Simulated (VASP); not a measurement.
Set up this calculation in VASP 6.6.1, as the native input.

```yaml
Task: single point
Functional: r2SCAN
Potentials_or_basis: VASP PAW PBE potentials, release 64 (Pb_d)
Cutoff: 520 eV
k_mesh: 5 × 5 × 3
Occupations: fermi-dirac, width 0.05 eV
Spin: no spin polarisation
Dipole_correction: no
Further_INCAR_settings: ALGO = Normal; EDIFF = 1e-07; NBANDS = 21
```

The system is Pb.

```
Pb
1.0
     3.03861   -1.75032    0.00000
     3.03861    1.75032    0.00000
    -2.11546    0.00000    6.09522
Pb
2
Direct
  0.90851 0.90851 0.72629
  0.09149 0.09149 0.27371
```

These files were run (other wordings do the same):

POSCAR

```
Pb
1.0
    3.0386068135     -1.7503199600      0.0000000000
    3.0386068135      1.7503199600      0.0000000000
   -2.1154626375      0.0000000000      6.0952248674
Pb
2
Direct
    0.9085084100      0.9085084100      0.7262922000
    0.0914915900      0.0914915900      0.2737078000
```

INCAR.step1

```
PREC = Accurate ; ENCUT = 520
ISMEAR = -1 ; SIGMA = 0.05
LREAL = False ; LASPH = True
NELM = 100 ; NBANDS = 21
GGA = PE ; ALGO = Normal
EDIFF = 1E-4 ; LWAVE = True
LCHARG = False
```

INCAR.step2

```
PREC = Accurate ; ENCUT = 520
EDIFF = 1E-7 ; ISMEAR = -1
SIGMA = 0.05 ; LREAL = False
LASPH = True ; NELM = 100
ALGO = Normal ; ISIF = 2
LWAVE = False ; LCHARG = True
METAGGA = R2SCAN ; LMIXTAU = True
LELF = True ; LVHAR = True
NBANDS = 21 ; ISTART = 1
```

KPOINTS

```
Automatic mesh
0
Gamma
  5 5 3
```

Potentials or basis: VASP PAW PBE potentials, release 64 (Pb_d).

The run is started by

```sh
$ cat potpaw_PBE.64/Pb_d/POTCAR > POTCAR
$ cp INCAR.step1 INCAR
$ mpirun -np 1 vasp_std > vasp.out
$ cp INCAR.step2 INCAR
$ mpirun -np 1 vasp_std > vasp.out
```

It gave:

The pressure is 0.0 GPa, the largest force is 0.066 eV/Å and the band gap on the k mesh is zero (band 14 reaches 12.96 eV, above the bottom of band 15 at 5.75 eV).

Caveat: the k points lie up to 0.42 Å⁻¹ apart; the PAW data sets were made with another functional, which shifts forces and pressure a little; spin-orbit coupling is left out, which moves the levels of the heavy elements.

Run time: 92 s on 1 thread of Intel Xeon 6975P-C, with other jobs on the host, peak memory 0.2 GiB.
